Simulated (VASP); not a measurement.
Runs of VASP 6.6.1 on GaN. The structure is that of space group P6_3mc (No. 186), or close to it. The cells are those of the table. 

| task | level | potentials or basis | cell | cutoff (eV) | gap on the mesh (eV) | pressure (GPa) | largest force (eV/Å) |
| --- | --- | --- | --- | --- | --- | --- | --- |
| relaxation of the atoms | r2SCAN | VASP PAW PBE potentials, release 64 (Ga_d, N) | atoms relaxed from a = 3.118, b = 3.118, c = 5.078 Å, angles 90.0, 90.0, 120.0°, 4 atoms | 520 | (b) | 15.2 | 0.01 |
| relaxation of the atoms | r2SCAN | VASP PAW PBE potentials, release 64 (Ga_d, N) | atoms relaxed from a = 3.204, b = 3.204, c = 5.218 Å, angles 90.0, 90.0, 120.0°, 4 atoms | 520 | 2.21 | -2.7 | - |
| single point | LDA | VASP PAW LDA potentials, release 64 (Ga_d, N) | a = 3.152, b = 3.152, c = 5.138 Å, angles 90.0, 90.0, 120.0°, 4 atoms | 520 | (a) | 1.1 | - |
| single point | r2SCAN | VASP PAW PBE potentials, release 64 (Ga_d, N) | a = 3.162, b = 3.162, c = 5.149 Å, angles 90.0, 90.0, 120.0°, 4 atoms | 520 | 2.48 | 5.3 | 0.01 |
| single point | PBEsol | VASP PAW PBE potentials, release 64 (Ga_d, N) | a = 3.183, b = 3.183, c = 5.185 Å, angles 90.0, 90.0, 120.0°, 4 atoms | 520 | (c) | -0.1 | - |
| relaxation of cell and atoms | LDA | VASP PAW LDA potentials, release 64 (Ga_d, N) | relaxed from a = 3.180, b = 3.180, c = 5.166 Å, angles 90.0, 90.0, 120.0°, 4 atoms | 600 | 2.11 | 0.0 | 0.01 |
| single point | r2SCAN | VASP PAW PBE potentials, release 64 (Ga_d, N) | a = 3.225, b = 3.225, c = 5.252 Å, angles 90.0, 90.0, 120.0°, 4 atoms | 520 | 2.07 | -6.1 | - |
| relaxation of the atoms | r2SCAN | VASP PAW PBE potentials, release 64 (Ga_d, N) | atoms relaxed from a = 3.140, b = 3.140, c = 5.114 Å, angles 90.0, 90.0, 120.0°, 4 atoms | 520 | 2.62 | 10.0 | - |

Alike in all rows: no spin polarisation; k mesh 12 × 12 × 6; smearing fermi-dirac 0.02 eV.

Question: Estimate the missing entries.

Answer: (a) 2.15; (b) 2.77; (c) 1.89.

Caveats: the PAW data sets were made with another functional, which shifts forces and pressure a little (at least some runs); the relaxation stopped at its first step, so nothing moved (at least some runs); the cell stands under pressure (at least some runs); the cell stands under tension (at least some runs).

A k mesh can miss the band edges, and the runs leave out spin-orbit coupling on Ga.
